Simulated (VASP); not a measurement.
# LiF (Fm-3m) in VASP: a series of runs

Runs on LiF. Level: LDA. Tasks: single point.

Program: VASP 6.6.1. These are calculated values, not measurements. Logs are shortened: lines on timing, memory, paths and dates and some standing lists are left out, and cuts for length are marked.

### Step 1. The cell of the first run

It takes space group Fm-3m (No. 225, cubic). The conventional cell has a = 3.927 Å, b = 3.927 Å, c = 3.927 Å, α = 90.00°, β = 90.00°, γ = 90.00°. Li (site symmetry m-3m) has 6 F at 1.96 Å within 2.6 Å. F (site symmetry m-3m) has 6 Li at 1.96 Å within 2.6 Å.

### Step 2. Single point, LDA (strain -0.025 along x and y, -0.025 along z)

The input, INCAR:

```
SYSTEM = LiF
ALGO = Normal
EDIFF = 1E-6
ENCUT = 520
GGA = CA
ISIF = 2
ISMEAR = 0
LASPH = .TRUE.
LCHARG = .FALSE.
LREAL = .FALSE.
LWAVE = .FALSE.
NBANDS = 12
NELM = 60
PREC = Accurate
SIGMA = 0.05
```

The input, KPOINTS:

```
k-points
0
G
  10 10 10
  0 0 0
```

The input, POSCAR:

```
LiF
1.0
    0.0000000000      1.9636500000      1.9636500000
    1.9636500000      0.0000000000      1.9636500000
    1.9636500000      1.9636500000      0.0000000000
Li F
1 1
Direct
    0.0000000000      0.0000000000      0.0000000000
    0.5000000000      0.5000000000      0.5000000000
```

Potentials or basis: VASP PAW LDA potentials, release 64 (Li_sv, F).

Command:

```console
> cat potpaw_LDA.64/Li_sv/POTCAR potpaw_LDA.64/F/POTCAR > POTCAR
> mpirun -np 1 vasp_std > vasp.out
```

OUTCAR:

```text
SYSTEM = LiF
   EDIFF = 1E-6
   ENCUT = 520
   GGA = CA
   ISIF = 2
   ISMEAR = 0
   LASPH = .TRUE.
   LREAL = .FALSE.
   NELM = 60
   PREC = Accurate

 ion  position               nearest neighbor table
   1  0.000  0.000  0.000-   2 1.96   2 1.96   2 1.96   2 1.96   2 1.96   2 1.96
   2  0.500  0.500  0.500-   1 1.96   1 1.96   1 1.96   1 1.96   1 1.96   1 1.96

  LATTYP: Found a face centered cubic cell.
 ALAT       =     3.9273000000

  Lattice vectors:

 A1 = (   0.0000000000,   1.9636500000,   1.9636500000)
 A2 = (   1.9636500000,   0.0000000000,   1.9636500000)
 A3 = (   1.9636500000,   1.9636500000,   0.0000000000)

Analysis of symmetry for initial positions (statically):
=====================================================================
 Subroutine PRICEL returns:
 Original cell was already a primitive cell.

 Routine SETGRP: Setting up the symmetry group for a
 face centered cubic supercell.

 Subroutine GETGRP returns: Found 48 space group operations
 (whereof 48 operations were pure point group operations)
 out of a pool of 48 trial point group operations.

The static configuration has the point symmetry O_h .

Analysis of symmetry for dynamics (positions and initial velocities):
=====================================================================
 Subroutine PRICEL returns:
 Original cell was already a primitive cell.

 Routine SETGRP: Setting up the symmetry group for a
 face centered cubic supercell.

 Subroutine GETGRP returns: Found 48 space group operations
 (whereof 48 operations were pure point group operations)
 out of a pool of 48 trial point group operations.

The dynamic configuration has the point symmetry O_h .

 Subroutine INISYM returns: Found 48 space group operations
 (whereof 48 operations are pure point group operations),
 and found     1 'primitive' translations

----------------------------------------------------------------------------------------

                                     Primitive cell

  volume of cell :      15.1434

  direct lattice vectors                    reciprocal lattice vectors
     0.000000000  1.963650000  1.963650000    -0.254627861  0.254627861  0.254627861
     1.963650000  0.000000000  1.963650000     0.254627861 -0.254627861  0.254627861
     1.963650000  1.963650000  0.000000000     0.254627861  0.254627861 -0.254627861

  length of vectors
     2.777020462  2.777020462  2.777020462     0.441028393  0.441028393  0.441028393

  position of ions in fractional coordinates (direct lattice)
     0.000000000  0.000000000  0.000000000
     0.500000000  0.500000000  0.500000000

  ion indices of the primitive-cell ions
   primitive index   ion index
                 1           1
                 2           2

----------------------------------------------------------------------------------------

 KPOINTS: k-points

Automatic generation of k-mesh.
 Grid dimensions read from file:
 generate k-points for:   10   10   10

 Generating k-lattice:

  Cartesian coordinates                     Fractional coordinates (reciprocal lattice)
    -0.025462786  0.025462786  0.025462786     0.100000000  0.000000000  0.000000000
     0.025462786 -0.025462786  0.025462786     0.000000000  0.100000000  0.000000000
     0.025462786  0.025462786 -0.025462786     0.000000000  0.000000000  0.100000000

  Length of vectors
     0.044102839  0.044102839  0.044102839

  Shift w.r.t. Gamma in fractional coordinates (k-lattice)
     0.000000000  0.000000000  0.000000000

 Subroutine IBZKPT returns following result:
 ===========================================

 Found     47 irreducible k-points:

 Following reciprocal coordinates:
            Coordinates               Weight
  0.000000  0.000000  0.000000      1.000000
  0.100000  0.000000  0.000000      8.000000
  0.200000  0.000000  0.000000      8.000000
  0.300000  0.000000  0.000000      8.000000
  0.400000  0.000000  0.000000      8.000000
  0.500000  0.000000  0.000000      4.000000
[... 16 lines left out ...]
  0.300000  0.300000  0.000000      6.000000
  0.400000  0.300000  0.000000     24.000000
 [... further k-points ...]
   k-points           NKPTS =     47   k-points in BZ     NKDIM =     47   number of bands    NBANDS=     12
   number of dos      NEDOS =    301   number of ions     NIONS =      2
   total plane-waves  NPLWV =  13824
   dimension x,y,z NGX =    24 NGY =   24 NGZ =   24
   dimension x,y,z NGXF=    48 NGYF=   48 NGZF=   48
   ions per type =               1   1
   NGX,Y,Z   is equivalent  to a cutoff of  14.37, 14.37, 14.37 a.u.
   NGXF,Y,Z  is equivalent  to a cutoff of  28.74, 28.74, 28.74 a.u.
 SYSTEM =  LiF
   PREC   = accura    normal or accurate (medium, high low for compatibility)
   ISTART =      0    job   : 0-new  1-cont  2-samecut
   ICHARG =      2    charge: 1-file 2-atom 10-const
   ISPIN  =      1    spin polarized calculation?
   LNONCOLLINEAR =      F non collinear calculations
   LSORBIT =      F    spin-orbit coupling
   LASPH  =      T    aspherical Exc in radial PAW
   ENCUT  =  520.0 eV  38.22 Ry    6.18 a.u.   5.16  5.16  5.16*2*pi/ulx,y,z
   NELM   =     60;   NELMIN=  2; NELMDL= -5     # of ELM steps
   EDIFF  = 0.1E-05   stopping-criterion for ELM
   LREAL  =      F    real-space projection
   EDIFFG = 0.1E-04   stopping-criterion for IOM
   NSW    =      0    number of steps for IOM
   IBRION =     -1    ionic relax: 0-MD 1-quasi-New 2-CG
   NFREE  =      0    steps in history (QN), initial steepest desc. (CG)
   ISIF   =      2    stress and relaxation
   ISYM   =      2    0-nonsym 1-usesym 2-fastsym
   POTIM  = 0.5000    time-step for ionic-motion
   TEBEG  =    0.0;   TEEND  =   0.0 temperature during run
   PSTRESS=    0.0 pullay stress
   NELECT =      10.0000    total number of electrons
   NUPDOWN=      -1.0000    fix difference up-down
   EMIN   =  10.00;   EMAX   =-10.00  energy-range for DOS
   EFERMI =   0.00;   METHOD = LEGACY
   ISMEAR =     0;   SIGMA  =   0.05  broadening in eV -4-tet -1-fermi 0-gaus
   EFERMI_NEDOS =   21; number of points for ismear=-14 and -15
   IALGO  =     38    algorithm
   IMIX   =      4    mixing-type and parameters
     AMIX     =   0.40;   BMIX     =  1.00
     AMIX_MAG =   1.60;   BMIX_MAG =  1.00
  volume/ion in A,a.u.               =       7.57        51.10
  Fermi-wavevector in a.u.,A,eV,Ry     =   1.425610  2.694012 27.651991  2.032364
  Thomas-Fermi vector in A             =   2.545976
   LORBIT       =      0    0 simple, 1 ext, 2 COOP (PROOUT), +10 PAW based schemes
   GGA     = CA    functional components
   LHFCALC =     F    Hartree Fock is set to
   AEXX    =    0.0000 exact exchange contribution
   IVDW    =     0    specifies the selected vdW correction
   LEPSILON=     F    determine dielectric tensor
   LRPA    =     F    only Hartree local field effects (RPA)
 non-spin polarized calculation
 Gauss-broadening in eV      SIGMA  =   0.05
  energy-cutoff  :      520.00
  volume of cell :       15.14
 maximum number of plane-waves:       416
 NGX is ok and might be reduce to    24
   NGX = 11   NGY = 11   NGZ = 11

 number of electron      10.0000005 magnetization

 Free energy of the ion-electron system (eV)
  ---------------------------------------------------
  ext. energy  EPLUGINS =         0.00000000
  ---------------------------------------------------
  free energy    TOTEN  =       -10.49995465 eV

  energy without entropy =      -10.49995465  energy(sigma->0) =      -10.49995465

 E-fermi :  -0.5636     XC(G=0): -11.0541

 val. band max:       -0.8059487369   @ k =   0.0000   0.0000   0.0000
 cond. band min:       8.7437969419   @ k =   0.0000   0.0000   0.0000
 fundamental gap:      9.5497456788
 Fermi energy:        -0.5636029752

 k-point     1 :       0.0000    0.0000    0.0000
  band No.  band energies     occupation
      1     -40.4199      2.00000
      2     -20.5925      2.00000
      3      -0.8059      2.00000
      4      -0.8059      2.00000
      5      -0.8059      2.00000
      6       8.7438      0.00000
      7      23.6370      0.00000
      8      23.6370      0.00000
      9      23.6370      0.00000
     10      23.8474      0.00000
     11      23.8474      0.00000
     12      23.8474      0.00000

 k-point     2 :       0.1000    0.0000    0.0000
  band No.  band energies     occupation
      1     -40.4108      2.00000
      2     -20.5478      2.00000
      3      -1.1240      2.00000
      4      -0.8322      2.00000
      5      -0.8322      2.00000
      6       9.0250      0.00000
      7      20.7384      0.00000
      8      22.2610      0.00000
      9      22.2610      0.00000
     10      24.9788      0.00000
     11      24.9788      0.00000
     12      25.0910      0.00000

 k-point     3 :       0.2000    0.0000    0.0000
  band No.  band energies     occupation
      1     -40.3869      2.00000
      2     -20.4282      2.00000
      3      -1.8900      2.00000
      4      -0.8993      2.00000
      5      -0.8993      2.00000
      6       9.6114      0.00000
      7      18.2306      0.00000
      8      20.6733      0.00000
      9      20.6733      0.00000
     10      26.1534      0.00000
     11      26.3932      0.00000
     12      26.3932      0.00000
[... 286 lines left out ...]
 k-point    23 :       0.3000    0.3000    0.0000
  band No.  band energies     occupation
      1     -40.3402      2.00000
      2     -20.0939      2.00000
      3      -2.9573      2.00000
      4      -1.5730      2.00000
      5      -1.5730      2.00000
      6      11.8782      0.00000
      7      17.1041      0.00000
      8      18.6115      0.00000
      9      19.9663      0.00000
     10      19.9663      0.00000
     11      34.6954      0.00000
     12      35.1696      0.00000

 k-point    24 :       0.4000    0.3000    0.0000
  band No.  band energies     occupation
      1     -40.3226      2.00000
      2     -19.9572      2.00000
      3      -3.4472      2.00000
      4      -1.8149      2.00000
      5      -1.6857      2.00000
      6      12.6578      0.00000
      7      16.0008      0.00000
      8      18.1587      0.00000
      9      19.7116      0.00000
     10      20.8041      0.00000
     11      34.5662      0.00000
     12      35.0776      0.00000

 [... further k-points ...]
[... 5 lines left out ...]
  --------------------------------------------------------------------------------------
  -------------------------------------------------------------------------------------
  Total       -0.1331950     -0.1331950     -0.1331950      0.0000000      0.0000000      0.0000000
  in kB      -14.0921170    -14.0921170    -14.0921170      0.0000000      0.0000000      0.0000000
  external PRESSURE =     -14.0921170 kB  Pullay stress =       0.0000000 kB

 VOLUME and BASIS-vectors are now :
 -----------------------------------------------------------------------------
  energy-cutoff  :      520.00
  volume of cell :       15.14
      direct lattice vectors                 reciprocal lattice vectors
     0.000000000  1.963650000  1.963650000    -0.254627861  0.254627861  0.254627861
     1.963650000  0.000000000  1.963650000     0.254627861 -0.254627861  0.254627861
     1.963650000  1.963650000  0.000000000     0.254627861  0.254627861 -0.254627861

 POSITION                                       TOTAL-FORCE (eV/Angst)
 -----------------------------------------------------------------------------------
      0.00000      0.00000      0.00000         0.000000      0.000000      0.000000
      1.96365      1.96365      1.96365        -0.000000     -0.000000      0.000000
 -----------------------------------------------------------------------------------
    total drift:                               -0.000000     -0.000000      0.000000

  FREE ENERGIE OF THE ION-ELECTRON SYSTEM (eV)
  ---------------------------------------------------
  free  energy   TOTEN  =       -10.4999546516 eV

  energy  without entropy=      -10.4999546516  energy(sigma->0) =      -10.49995465
```

Wall time 2.9 s (1 thread of Intel Xeon 6975P-C (Granite Rapids), shared host); peak memory 0.12 GiB.

What came out:

```
Free energy            : -10.5000 eV
Band gap on the k mesh : 9.55 eV, direct
```

Caveat: the cell differs from its parent crystal (strain -0.025 along x and y, -0.025 along z); the cutoff is under 1.25 times the usual one of these potentials, so pressure, stress and relaxed cells hold a basis-set (Pulay) error. A k mesh can miss the band edges.

### Step 3. Single point, LDA (strain +0.025 along x and y, +0.025 along z)

The input, INCAR:

```
SYSTEM = LiF
PREC = Accurate ; ENCUT = 520
EDIFF = 1E-6 ; ISMEAR = 0
SIGMA = 0.05 ; LREAL = .False.
LASPH = .True. ; NELM = 80
ALGO = Normal ; ISIF = 2
LWAVE = .False. ; LCHARG = .False.
NBANDS = 12
```

The input, KPOINTS:

```
Automatic mesh
0
Gamma
  10 10 10
  0 0 0
```

The input, POSCAR:

```
LiF
1.0
    0.0000000000      2.0643500000      2.0643500000
    2.0643500000      0.0000000000      2.0643500000
    2.0643500000      2.0643500000      0.0000000000
Li F
1 1
Direct
    0.0000000000      0.0000000000      0.0000000000
    0.5000000000      0.5000000000      0.5000000000
```

Potentials or basis: VASP PAW LDA potentials, release 64 (Li_sv, F).

Command:

```console
> cat potpaw_LDA.64/Li_sv/POTCAR potpaw_LDA.64/F/POTCAR > POTCAR
> mpirun -np 1 vasp_std > vasp.out
```

Wall time 3 s (1 thread of Intel Xeon 6975P-C (Granite Rapids), shared host); peak memory 0.12 GiB.

Results (log left out):

```
Free energy            : -10.4075 eV
Band gap on the k mesh : 8.20 eV, direct
```

Levels at points of the mesh, in eV from the valence-band top:
```tsv
k point	band 2	band 3	band 4	band 5	band 6	band 7	band 8	band 9
(0.00, 0.00, 0.00)	-19.37	0.00	0.00	0.00	8.20	22.52	22.52	22.52
(0.50, 0.00, 0.00)	-18.98	-2.36	-0.21	-0.21	10.00	15.53	17.85	17.85
(0.50, 0.50, 0.00)	-18.74	-2.80	-0.92	-0.92	13.75	15.68	16.26	18.93
```

Caveat: the cell differs from its parent crystal (strain +0.025 along x and y, +0.025 along z); the cutoff is under 1.25 times the usual one of these potentials, so pressure, stress and relaxed cells hold a basis-set (Pulay) error. A k mesh can miss the band edges.
